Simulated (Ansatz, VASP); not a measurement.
# BAs: VASP beside Ansatz

INCAR

```
  ALGO = Normal
  DIPOL = 0.5 0.5 0.669
  EDIFF = 1E-7
  ENCUT = 520
  GGA = PS
  IDIPOL = 3
  ISIF = 2
  ISMEAR = 0
  LASPH = True
  LCHARG = False
  LDIPOL = True
  LREAL = False
  LWAVE = False
  NBANDS = 21
  NELM = 80
  PREC = Accurate
  SIGMA = 0.05
```

KPOINTS

```
k-points
0
Gamma
  9 9 1
```

File POSCAR:

```
BAs
1.0
    3.2300235054      0.0000000000      0.0000000000
   -1.6150117527      2.7972824105      0.0000000000
    0.0000000000      0.0000000000     32.2070166434
As B
3 3
Direct
    0.6666666667      0.3333333333      0.5708960320
    0.0000000000      0.0000000000      0.6587682137
    0.3333333333      0.6666666667      0.7479894786
    0.0000000000      0.0000000000      0.5940091275
    0.3333333333      0.6666666667      0.6803348586
    0.6666666667      0.3333333333      0.7616049463
```

Input for Ansatz:

```yaml
crystal:
  lattice:
    - [3.2300235054, 0.0, 0.0]
    - [-1.6150117527, 2.7972824105, 0.0]
    - [0.0, 0.0, 32.2070166434]
  atoms:
    - { symbol: As, position: [0.6666666667, 0.3333333333, 0.570896032] }
    - { symbol: B, position: [0.0, 0.0, 0.5940091275] }
    - { symbol: As, position: [0.0, 0.0, 0.6587682137] }
    - { symbol: B, position: [0.3333333333, 0.6666666667, 0.6803348586] }
    - { symbol: As, position: [0.3333333333, 0.6666666667, 0.7479894786] }
    - { symbol: B, position: [0.6666666667, 0.3333333333, 0.7616049463] }
basis:
  ecutwfc: 420
kpoints:
  mp_grid: { grid: [9, 9, 1] }
hamiltonian:
  xc: pbesol
scf:
  occupations: { method: gaussian, width: 0.05 }
output:
  forces: true
  stress: true
  eigenvalues: true
  write_density: true
  write_potential: true
  elf: true
  volumetric_format: npy
efield:
  axis: 3
  dipole_correction: true
  ramp_width: 0.04
```

Alike in both runs: task single point; functional PBEsol; k mesh 9 × 9 × 1; occupations gaussian, width 0.05 eV; no spin polarisation.

```csv
,VASP,Ansatz
version,VASP 6.6.1,Ansatz 0.2.0
potentials or method,"VASP PAW PBE potentials, release 64 (As, B), cutoff 520 eV","scalar-relativistic, plane waves, PAW"
valence electrons in the cell,24,54
```

Ansatz gave:

```
gap on the k mesh at the Fermi level (eV) : none
rms of the force components (eV/Å)        : 0.140
```

Task: What did VASP give for the same quantities?

Result: gap on the k mesh at the Fermi level (eV): none; rms of the force components (eV/Å): 0.159.

VASP's potentials were made for PBE, not for PBEsol. A gap of «none» marks a metal or a gap that the smearing closes. VASP's potentials hold 24 valence electrons a cell and Ansatz's 54, so a difference there can come from the potentials and not from the codes. Ansatz's warnings: xc potential rough in thin density.
